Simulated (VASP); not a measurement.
CaO: single point with r2SCAN

The system is CaO.

```xyz
2
Lattice="-0.0240 2.3976 2.3976 2.3976 -0.0240 2.3976 2.3736 2.3736 0.0000" Properties=species:S:1:pos:R:3 pbc="T T T"
Ca    0.0000    0.0000    0.0000
O     2.3736    2.3736    2.3976
```

This cell differs from its parent crystal: shear xy strain -2.0%.

| Quantity | Value |
| --- | --- |
| Program | VASP 6.6.1 |
| Task | single point |
| Functional | r2SCAN |
| Potentials or basis | VASP PAW PBE potentials, release 64 (Ca_sv, O) |
| Cutoff | 520 eV |
| k mesh | 10 × 10 × 10 |
| Occupations | gaussian, width 0.01 eV |
| Spin | no spin polarisation |

```yaml
Pressure: 1.1 GPa
Band_gap_on_the_k_mesh: 4.15 eV (least direct gap 4.51 eV)
```

Stress tensor (GPa, compression positive):
```
1.07 1.57 0.00
1.57 1.07 0.00
0.00 0.00 1.03
```

Levels at points of the mesh, in eV from the valence-band top:
| k point | band 4 | band 5 | band 6 | band 7 | band 8 | band 9 | band 10 | band 11 | band 12 | band 13 |
| --- | --- | --- | --- | --- | --- | --- | --- | --- | --- | --- |
| (0.00, 0.00, 0.00) | -18.95 | -16.52 | -0.07 | -0.04 | 0.00 | 5.45 | 6.73 | 6.84 | 6.94 | 8.44 |
| (0.50, 0.00, 0.00) | -18.99 | -15.21 | -2.66 | -1.25 | -1.17 | 7.66 | 8.95 | 9.08 | 9.24 | 11.20 |
| (0.50, 0.50, 0.00) | -19.17 | -16.30 | -1.33 | -0.45 | -0.36 | 4.15 | 8.78 | 9.64 | 10.24 | 10.26 |
| (0.00, 0.00, 0.50) | -19.00 | -15.22 | -2.66 | -1.32 | -1.24 | 7.71 | 9.02 | 9.16 | 9.23 | 11.23 |
| (0.50, 0.00, 0.50) | -19.18 | -16.30 | -1.33 | -0.41 | -0.41 | 4.15 | 8.77 | 9.63 | 10.24 | 10.25 |

Wall time 3.6 min on 1 thread of AMD EPYC 9R45 96-Core Processor (Zen 5) (shared host), peak memory 0.19 GiB.

Caveat: the cell differs from its parent crystal (shear xy strain -2.0%); the PAW data sets were made with another functional, which shifts forces and pressure a little. A k mesh can miss the band edges.
